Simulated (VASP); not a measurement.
# Ge: electric field gradients with LDA

The system is Ge.

```
CELL_PARAMETERS angstrom
0.00000 2.82877 2.77219
2.82877 0.00000 2.77219
2.82877 2.82877 0.00000
ATOMIC_POSITIONS crystal
Ge 0.50000 0.50000 0.50000
Ge 0.75000 0.75000 0.75000
```

This cell differs from its parent crystal: zz strain of -2 %.

* Program: VASP 6.6.1
* Task: electric field gradients
* Functional: LDA
* Potentials or basis: VASP PAW LDA potentials, release 64 (Ge_d)
* Cutoff: 520 eV
* k mesh: 10 × 10 × 10
* Occupations: fermi-dirac, width 0.05 eV
* Spin: no spin polarisation
* Dipole correction: no
* Further INCAR settings: ALGO = Normal; EDIFF = 1e-08; NBANDS = 21

```json
{
 "Pressure": "0.2 GPa",
 "Largest electric field gradient by atom": "Ge +1.0 V/Å²"
}
```

Stress tensor (GPa, compression positive):
```
-0.28  0.00  0.00
 0.00 -0.28  0.00
 0.00  0.00  1.16
```

Levels at points of the mesh, in eV from the Fermi level:
| k point | band 10 | band 11 | band 12 | band 13 | band 14 | band 15 | band 16 | band 17 | band 18 | band 19 |
| --- | --- | --- | --- | --- | --- | --- | --- | --- | --- | --- |
| (0.00, 0.00, 0.00) | -24.72 | -12.99 | -0.08 | -0.08 | 0.01 | 0.07 | 2.44 | 2.54 | 2.54 | 6.23 |
| (0.50, 0.00, 0.00) | -24.70 | -10.85 | -7.76 | -1.56 | -1.38 | 0.09 | 3.63 | 3.77 | 6.95 | 10.46 |
| (0.50, 0.50, 0.00) | -24.69 | -8.97 | -8.97 | -3.27 | -3.27 | 0.50 | 0.50 | 9.56 | 9.56 | 11.65 |
| (0.50, 0.00, 0.50) | -24.68 | -9.07 | -9.07 | -3.13 | -3.13 | 0.66 | 0.66 | 9.51 | 9.51 | 11.55 |

Electric field gradients, principal values (V/Å²):
```csv
atom,least,middle,greatest (by size)
1 Ge,-0.478,-0.482,0.961
2 Ge,-0.478,-0.482,0.961
```

Wall time 110 s on 1 thread of Intel Xeon 8259CL, on a shared host, peak memory 0.2 GiB.

Caveat: the cell differs from its parent crystal (zz strain of -2 %); without QUAD_EFG the Cq values of the log hold for a quadrupole moment of 1 mb, not for the nuclei.
